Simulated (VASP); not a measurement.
Wanted: the native input for a VASP 6.6.1 run.

```
Task                   : single point
Functional             : PBE
Potentials or basis    : VASP PAW PBE potentials, release 64 (Ru_pv)
Cutoff                 : 520 eV
k mesh                 : 13 × 13 × 4
Occupations            : fermi-dirac, width 0.1 eV
Spin                   : no spin polarisation
Dipole correction      : no
Further INCAR settings : ALGO = Normal; EDIFF = 1e-06; NBANDS = 36
```

The structure of Ru lies in POSCAR:

```
Ru
1.0
    2.7100940250      0.0000000000      0.0000000000
   -1.3550470125      2.3470102723      0.0000000000
    0.0000000000      0.0000000000      8.7007283179
Ru
4
Direct
    1.0000000000      1.0000000000      0.0000000000
    1.0000000000      1.0000000000      0.5000000000
    0.3333333333      0.6666666667      0.2500000000
    0.6666666667      0.3333333333      0.7500000000
```

These files were run (other wordings do the same):

INCAR

```
  PREC = Accurate
  ENCUT = 520
  EDIFF = 1E-6
  ISMEAR = -1
  SIGMA = 0.1
  LREAL = False
  LASPH = True
  NELM = 80
  ALGO = Normal
  ISIF = 2
  LWAVE = False
  LCHARG = False
  GGA = PE
  NBANDS = 36
```

KPOINTS

```
regular mesh
0
Gamma
  13 13 4
```

Potentials or basis: VASP PAW PBE potentials, release 64 (Ru_pv).

Run with:

```sh
$ cat potpaw_PBE.64/Ru_pv/POTCAR > POTCAR
$ mpirun -np 1 vasp_std > vasp.out
```

It gave:

```
Pressure               : -0.1 GPa
Band gap on the k mesh : zero (band 28 reaches 13.98 eV, above the bottom of band 29 at 11.21 eV)
```

Wall time 67 s on 1 thread of Intel(R) Xeon(R) Platinum 8488C (Sapphire Rapids) (shared host), peak memory 0.22 GiB.
